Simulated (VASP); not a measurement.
# Ag in VASP: further runs

Aim: see how the results for Ag move with the level of theory and the settings. Levels: PBE, LDA. Tasks: electric field gradients.

All numbers are computed with VASP 6.6.1; they aren't measurements. Logs are shortened: lines on timing, memory, paths and dates and some standing lists are left out, and cuts for length are marked.

## 1. The cell of the first run

The structure is monoclinic, space group P2_1/m (No. 11). The conventional cell has a = 2.930 Å, b = 4.790 Å, c = 2.930 Å, α = 90.00°, β = 120.00°, γ = 90.00°. Ag (site symmetry m) has 12 Ag at 2.87 to 2.99 Å within 3.8 Å.

## 2. Electric field gradients, PBE (atom 2 (Ag) moved by [0.12, 0.0, 0.0] A)

Contents of INCAR:

```
SYSTEM = Ag
PREC     = Accurate       ! precision mode
ENCUT    = 520            ! plane-wave cutoff, eV
EDIFF    = 1E-8           ! SCF threshold, eV
ISMEAR   = -1             ! smearing method
SIGMA    = 0.05           ! smearing width, eV
LREAL    = .False.        ! projectors in reciprocal space
LASPH    = .True.         ! aspherical terms in the spheres
NELM     = 60             ! most SCF steps
ALGO     = Normal         ! electronic algorithm
ISIF     = 2              ! what is computed and relaxed
LWAVE    = .False.        ! write WAVECAR
LCHARG   = .False.        ! write CHGCAR
GGA      = PE             ! functional
LEFG     = .True.       
NBANDS   = 18             ! bands
```

Contents of KPOINTS:

```
Automatic mesh
0
Gamma
  14 14 8
  0 0 0
```

Contents of POSCAR:

```
Ag
1.0
    2.9299980804      0.0000000000      0.0000000000
   -1.4649990402      2.5374527707      0.0000000000
    0.0000000000      0.0000000000      4.7900000000
Ag
2
Direct
    0.3333333333      0.6666666667      0.2500000000
    0.7076223249      0.3333333333      0.7500000000
```

Potentials or basis: VASP PAW PBE potentials, release 64 (Ag).

Started as:

```sh
cat potpaw_PBE.64/Ag/POTCAR > POTCAR
mpirun -np 1 vasp_std > vasp.out
```

OUTCAR:

```text
SYSTEM = Ag
   PREC = Accurate
   ENCUT = 520
   EDIFF = 1E-8
   ISMEAR = -1
   LREAL = .False.
   LASPH = .True.
   NELM = 60
   ISIF = 2
   GGA = PE

 ion  position               nearest neighbor table
   1  0.333  0.667  0.250-   2 2.87   2 2.87   2 2.93   2 2.93   2 2.99   2 2.99
   2  0.708  0.333  0.750-   1 2.87   1 2.87   1 2.93   1 2.93   1 2.99   1 2.99

  LATTYP: Found a hexagonal cell.
 ALAT       =     2.9299980804
 C/A-ratio  =     1.6348133577

  Lattice vectors:

 A1 = (   2.9299980804,   0.0000000000,   0.0000000000)
 A2 = (  -1.4649990402,   2.5374527707,   0.0000000000)
 A3 = (   0.0000000000,   0.0000000000,   4.7900000000)

Analysis of symmetry for initial positions (statically):
=====================================================================
 Subroutine PRICEL returns:
 Original cell was already a primitive cell.

 Routine SETGRP: Setting up the symmetry group for a
 hexagonal supercell.

 Subroutine GETGRP returns: Found  4 space group operations
 (whereof  1 operations were pure point group operations)
 out of a pool of 24 trial point group operations.

The static configuration has the point symmetry C_1 .
 The point group associated with its full space group is C_2h.

Analysis of symmetry for dynamics (positions and initial velocities):
=====================================================================
 Subroutine PRICEL returns:
 Original cell was already a primitive cell.

 Routine SETGRP: Setting up the symmetry group for a
 hexagonal supercell.

 Subroutine GETGRP returns: Found  4 space group operations
 (whereof  1 operations were pure point group operations)
 out of a pool of 24 trial point group operations.

The dynamic configuration has the point symmetry C_1 .
 The point group associated with its full space group is C_2h.

 Subroutine INISYM returns: Found  4 space group operations
 (whereof  1 operations are pure point group operations),
 and found     1 'primitive' translations

----------------------------------------------------------------------------------------

                                     Primitive cell

  volume of cell :      35.6124

  direct lattice vectors                    reciprocal lattice vectors
     2.929998080  0.000000000  0.000000000     0.341297152  0.197048003  0.000000000
[... 125 lines left out ...]

 Free energy of the ion-electron system (eV)
  ---------------------------------------------------
  ext. energy  EPLUGINS =         0.00000000
  ---------------------------------------------------
  free energy    TOTEN  =        -5.42217828 eV

  energy without entropy =       -5.41807652  energy(sigma->0) =       -5.42012740

 E-fermi :   7.8199     XC(G=0): -11.9504

 val. band max:        7.7973106391   @ k =   0.5000   0.5000   0.0000
 cond. band min:       7.8261475595   @ k =   0.5000   0.4286   0.2500
 fundamental gap:      0.0288369205
 Fermi energy:         7.8199361625

 k-point     1 :       0.0000    0.0000    0.0000
  band No.  band energies     occupation
      1       0.3880      2.00000
      2       1.7102      2.00000
      3       3.1368      2.00000
      4       3.2545      2.00000
      5       3.3077      2.00000
      6       3.4755      2.00000
[... 481 lines left out ...]
      5       3.4675      2.00000
      6       3.4974      2.00000
[... 10 lines left out ...]
     17      25.5549      0.00000
     18      26.6409      0.00000

 [... further k-points ...]

------------------------ aborting loop because EDIFF is reached ----------------------------------------

  FORCE on cell =-STRESS in cart. coord.  units (eV):
  Direction    XX          YY          ZZ          XY          YZ          ZX
  --------------------------------------------------------------------------------------
  -------------------------------------------------------------------------------------
  Total        0.1041218      0.1091625      0.0877846      0.1221023      0.0000000      0.0000000
  in kB        4.6843707      4.9111523      3.9493710      5.4933051      0.0000000      0.0000000
  external PRESSURE =       4.5149647 kB  Pullay stress =       0.0000000 kB

 VOLUME and BASIS-vectors are now :
 -----------------------------------------------------------------------------
  energy-cutoff  :      520.00
  volume of cell :       35.61
      direct lattice vectors                 reciprocal lattice vectors
     2.929998080  0.000000000  0.000000000     0.341297152  0.197048003  0.000000000
    -1.464999040  2.537452771  0.000000000     0.000000000  0.394096005  0.000000000
     0.000000000  0.000000000  4.790000000     0.000000000  0.000000000  0.208768267

 POSITION                                       TOTAL-FORCE (eV/Angst)
 -----------------------------------------------------------------------------------
     -0.00000      1.69164      1.19750         0.102651      0.016533     -0.000000
      1.58500      0.84582      3.59250        -0.102651     -0.016533      0.000000
 -----------------------------------------------------------------------------------
    total drift:                               -0.000001     -0.000000     -0.000000

  FREE ENERGIE OF THE ION-ELECTRON SYSTEM (eV)
  ---------------------------------------------------
  free  energy   TOTEN  =        -5.4221782812 eV

  energy  without entropy=       -5.4180765157  energy(sigma->0) =       -5.42012740

 Electric field gradients (V/A^2)
---------------------------------------------------------------------
 ion       V_xx      V_yy      V_zz      V_xy      V_xz      V_yz
---------------------------------------------------------------------
   1      -1.689    -1.796     3.485    -1.361     0.000     0.000
   2      -1.689    -1.796     3.485    -1.361     0.000     0.000
---------------------------------------------------------------------

 Electric field gradients after diagonalization (V/A^2)
 (convention: |V_zz| > |V_xx| > |V_yy|)
----------------------------------------------------------------------
 ion       V_xx      V_yy      V_zz     asymmetry (V_yy - V_xx)/ V_zz
----------------------------------------------------------------------
   1      -3.104    -0.381     3.485       0.782
   2      -3.104    -0.381     3.485       0.782
----------------------------------------------------------------------

           NMR quadrupolar parameters

 Cq : quadrupolar parameter    Cq=e*Q*V_zz/h
 eta: asymmetry parameters     (V_yy - V_xx)/ V_zz
 Q  : nuclear electric quadrupole moment in mb (millibarn)
----------------------------------------------------------------------
 ion       Cq(MHz)       eta       Q (mb)
----------------------------------------------------------------------
   1       0.008       0.782       1.000
   2       0.008       0.782       1.000
----------------------------------------------------------------------
```

OSZICAR:

```text
N       E                     dE             d eps       ncg     rms          rms(c)
DAV:   1     0.125409430109E+03    0.12541E+03   -0.11735E+04 18016   0.121E+03
DAV:   2    -0.383342995801E+01   -0.12924E+03   -0.12271E+03 18576   0.267E+02
DAV:   3    -0.589094898448E+01   -0.20575E+01   -0.20503E+01 20562   0.379E+01
DAV:   4    -0.589716137657E+01   -0.62124E-02   -0.62119E-02 19908   0.205E+00
DAV:   5    -0.589721299041E+01   -0.51614E-04   -0.51612E-04 19608   0.199E-01    0.661E+00
DAV:   6    -0.544006027209E+01    0.45715E+00   -0.11523E+00 18676   0.114E+01    0.438E+00
DAV:   7    -0.542707895586E+01    0.12981E-01   -0.14002E-02 19184   0.110E+00    0.250E+00
DAV:   8    -0.542215031394E+01    0.49286E-02   -0.11297E-03 18744   0.276E-01    0.106E-01
DAV:   9    -0.542216672082E+01   -0.16407E-04   -0.16919E-05 20426   0.301E-02    0.384E-02
DAV:  10    -0.542217869637E+01   -0.11976E-04   -0.80554E-06 19574   0.263E-02    0.363E-03
DAV:  11    -0.542217833546E+01    0.36090E-06   -0.98742E-08 19816   0.268E-03    0.104E-03
DAV:  12    -0.542217826907E+01    0.66398E-07   -0.99239E-09 15256   0.791E-04    0.215E-04
DAV:  13    -0.542217828028E+01   -0.11214E-07   -0.48613E-10  9676   0.205E-04    0.317E-05
DAV:  14    -0.542217828119E+01   -0.91450E-09   -0.88511E-11  9414   0.724E-05
   1 F= -.54221783E+01 E0= -.54201274E+01  d E =-.410177E-02
```

stdout:

```text
POSCAR found type information on POSCAR Ag
 POSCAR found :  1 types and       2 ions
 scaLAPACK will be used
 LDA part: xc-table for (Slater+PW92), standard interpolation
 POSCAR, INCAR and KPOINTS ok, starting setup
 FFT: planning ... GRIDC
 FFT: planning ... GRID_SOFT
 FFT: planning ... GRID
 WAVECAR not read
 entering main loop
ion   1

ion   2
```

Wall time 3.1 min (1 thread of Intel Xeon Platinum 8259CL at 2.50GHz (Skylake/Cascade Lake), shared host); peak memory 0.36 GiB.

What came out:

| Property | Result |
| --- | --- |
| Free energy | -5.4222 eV |
| Pressure | 0.5 GPa |
| Largest force | 0.104 eV/Å |
| Band gap on the k mesh | zero (bands 11 and 12 overlap by 6.97 eV) |
| Largest electric field gradient by atom | Ag +3.5 V/Å² |

Forces in eV/Å, atoms in the order of the input:
```
Ag   0.103  0.017  0.000
Ag  -0.103 -0.017  0.000
```

Stress tensor (GPa, compression positive):
```
0.47 0.55 0.00
0.55 0.49 0.00
0.00 0.00 0.39
```

Levels at points of the mesh, in eV from the Fermi level:
| k point | band 8 | band 9 | band 10 | band 11 | band 12 | band 13 | band 14 | band 15 |
| --- | --- | --- | --- | --- | --- | --- | --- | --- |
| (0.00, 0.00, 0.00) | -4.12 | -3.86 | -3.19 | -2.95 | -0.27 | 3.38 | 15.52 | 17.41 |
| (0.50, 0.00, 0.00) | -2.96 | -2.92 | -2.78 | 0.32 | 1.31 | 7.00 | 7.38 | 8.72 |
| (0.00, 0.50, 0.00) | -2.93 | -2.92 | -2.81 | 0.15 | 1.48 | 6.72 | 6.99 | 9.04 |
| (0.50, 0.50, 0.00) | -2.91 | -2.87 | -2.84 | -0.02 | 1.64 | 6.45 | 6.62 | 9.35 |
| (0.00, 0.00, 0.50) | -4.37 | -3.39 | -3.39 | -3.32 | -3.32 | 10.83 | 10.83 | 15.92 |
| (0.50, 0.00, 0.50) | -2.98 | -2.86 | -2.86 | 0.71 | 0.71 | 4.51 | 4.51 | 13.26 |
| (0.00, 0.50, 0.50) | -3.08 | -2.85 | -2.85 | 0.84 | 0.84 | 4.37 | 4.37 | 13.17 |
| (0.50, 0.50, 0.50) | -3.22 | -2.85 | -2.85 | 0.99 | 0.99 | 4.21 | 4.21 | 13.28 |

Electric field gradients, principal values (V/Å²):
```csv
atom,least,middle,greatest (by size)
1 Ag,-0.381,-3.104,3.485
2 Ag,-0.381,-3.104,3.485
```

Caveat: the cell differs from its parent crystal (atom 2 (Ag) moved by [0.12, 0.0, 0.0] A); without QUAD_EFG the Cq values of the log hold for a quadrupole moment of 1 mb, not for the nuclei.

(Part 1 of 2 ends here.)
